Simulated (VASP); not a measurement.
Input of a VASP 6.6.1 run:

INCAR

```
PREC = Accurate
ENCUT = 600
EDIFF = 1E-6
ISMEAR = 0
SIGMA = 0.1
LREAL = False
LASPH = True
NELM = 100
ALGO = Normal
ISIF = 3
LWAVE = False
LCHARG = False
GGA = PS
IBRION = 2
NSW = 100
EDIFFG = -0.005
```

Contents of KPOINTS:

```
regular mesh
0
Gamma
  10 10 10
```

POSCAR

```
Rb
1.0
   -2.8025000000      2.8025000000      2.8025000000
    2.8025000000     -2.8025000000      2.8025000000
    2.8025000000      2.8025000000     -2.8025000000
Rb
1
Direct
    0.0000000000      0.0000000000      0.0000000000
```

Potentials or basis: VASP PAW PBE potentials, release 64 (Rb_sv).

The run is started by

```bash
$ cat potpaw_PBE.64/Rb_sv/POTCAR > POTCAR
$ mpirun -np 1 vasp_std > vasp.out
```

(1) Estimate the space group after relaxing (to 0.05 Å).

(2) Predict the relaxed volume.

Results:

(1) Im-3m (No. 229).

(2) 86.75 Å³/atom.

Caveat: the PAW data sets were made with another functional, which shifts forces and pressure a little.
